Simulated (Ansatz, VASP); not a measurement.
**Two plane-wave programs on CaSe**

```
Ca Se
1.0
     0.00000    2.96753    2.96753
     2.88800    0.00000    2.96753
     2.88800    2.96753    0.00000
Ca Se
1 1
Direct
  0.00000 0.00000 0.00000
  0.50000 0.50000 0.50000
```

Change from the starting cell: uniaxial_x strain -2.7%.

Alike in both runs: task single point; functional PBE; k mesh 8 × 8 × 8; occupations fermi-dirac, width 0.02 eV; no spin polarisation.

|  | VASP | Ansatz |
| --- | --- | --- |
| version | VASP 6.6.1 | Ansatz 0.2.0 |
| potentials or method | VASP PAW PBE potentials, release 64 (Ca_sv, Se) | plane waves, PAW |
| plane-wave cutoff (eV) | 520 | 420 |
| valence electrons in the cell | 16 | 26 |

```csv
,VASP,Ansatz,Ansatz less VASP
gap on the k mesh at the Fermi level (eV),1.96,1.97,+0.011
pressure (GPa),2.3,2.1,-0.19
"traceless stress, the component that is largest in VASP (GPa)",1.99,1.96,-0.033
```

VASP's potentials hold 16 valence electrons a cell and Ansatz's 26, so a difference there can come from the potentials and not from the codes.
